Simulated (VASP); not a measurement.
# Zn2GeN: single point with PBE

Zn2GeN:

```
Zn Ge N
1.0
     4.03806    0.00000    0.00000
    -2.01903    3.49706    0.00000
     0.00000    0.00000    5.01748
Zn Ge N
2 1 1
Direct
  0.66667 0.33333 0.50000
  0.33333 0.66667 0.50000
  0.33333 0.66667 0.00000
  0.00000 0.00000 0.50000
```

```yaml
Program: VASP 6.6.1
Task: single point
Functional: PBE
Potentials_or_basis: VASP PAW PBE potentials, release 64 (Zn, Ge_d, N)
Cutoff: 520 eV
k_mesh: 6 × 6 × 4
Occupations: gaussian, width 0.1 eV
Spin: no spin polarisation
```

```yaml
Pressure: 0.3 GPa
```

Levels at points of the mesh, in eV from the Fermi level:
```
           k point  band 19  band 20  band 21  band 22  band 23  band 24
(0.00, 0.00, 0.00)    -2.15    -1.75    -1.75     0.68     1.29     1.29
(0.50, 0.00, 0.00)    -3.84    -2.05    -1.84    -1.08     0.90     1.54
(0.00, 0.00, 0.50)    -1.71    -1.71    -1.39     2.23     2.23     3.17
(0.50, 0.00, 0.50)    -3.68    -2.80    -1.78    -0.11     1.27     1.83
```

It took 65 s on 1 thread of Intel Xeon 6975P-C, on a shared host, peak memory 0.2 GiB.
